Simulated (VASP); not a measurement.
Crystal: GaSb3.

```
Sb Ga
1.0
     0.00000    3.65444    3.65444
     3.65444    0.00000    3.65444
     3.65444    3.65444    0.00000
Sb Ga
3 1
Direct
  0.50000 0.50000 0.50000
  0.75000 0.75000 0.75000
  0.25000 0.25000 0.25000
  0.00000 0.00000 0.00000
```

This cell differs from its parent crystal: volume scaled by 0.94.

Base run:

```yaml
Program: VASP 6.6.1
Functional: PBEsol
Potentials_or_basis: VASP PAW PBE potentials, release 64 (Sb, Ga_d)
Cutoff: 520 eV
k_mesh: 6 × 6 × 6
Occupations: fermi-dirac, width 0.05 eV
Spin: no spin polarisation
```

Its results: band gap on the k mesh zero (band 14 reaches 9.43 eV, above the bottom of band 15 at 5.49 eV); pressure -0.4 GPa.

Question: The run is repeated on the same cell with these changes: functional from PBEsol to PBE. What comes out?

Answer: Band gap on the k mesh zero (band 14 reaches 9.58 eV, above the bottom of band 15 at 5.65 eV); pressure 2.7 GPa.

PBE binds less tightly than PBEsol, so the same cell stands under more pressure.

Caveats: spin-orbit coupling is left out, which moves the levels of the heavy elements; the PAW data sets were made with another functional, which shifts forces and pressure a little (some runs).
